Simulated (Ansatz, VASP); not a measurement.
## One calculation of Y5AlN6, two programs

```xyz
12
Lattice="2.4260 -7.1501 0.0000 2.4260 7.1501 0.0000 0.0000 0.0000 4.8494" Properties=species:S:1:pos:R:3 pbc="T T T"
Y     2.4260   -2.3003    0.0000
Y     2.4260   -4.8313    2.4247
Y     2.4260    2.3003    0.0000
Y     2.4260    0.0000    2.4247
Y     2.4260    4.8313    2.4247
Al    0.0000    0.0000    0.0000
N     2.4260   -2.3922    2.4247
N     2.4260    2.3922    2.4247
N     2.4260    0.0000    0.0000
N     0.0000    0.0000    2.4247
N     2.4260    5.0167    0.0000
N     2.4260   -5.0167    0.0000
```

Alike in both runs: functional PBE; k mesh 4 × 4 × 4; occupations gaussian, width 0.1 eV; no spin polarisation.

Ansatz relaxed the structure, and its values are those at the end. VASP's run is a single point on that final structure, the one shown.

|  | VASP | Ansatz |
| --- | --- | --- |
| version | VASP 6.6.1 | Ansatz 0.2.0 |
| potentials or method | VASP PAW PBE potentials, release 64 (Y_sv, Al, N), cutoff 520 eV | scalar-relativistic, plane waves, PAW |
| valence electrons in the cell | 88 | 88 |

Ansatz gave:

| Item | Value |
| --- | --- |
| gap on the k mesh at the Fermi level (eV) | 0.40 |
| least direct gap on the mesh (eV) | 0.58 |
| pressure (GPa) | -0.2 |
| rms of the force components (eV/Å) | 0.004 |

Which values does VASP return?

gap on the k mesh at the Fermi level (eV): 0.40; least direct gap on the mesh (eV): 0.57; pressure (GPa): -0.4; rms of the force components (eV/Å): 0.003.
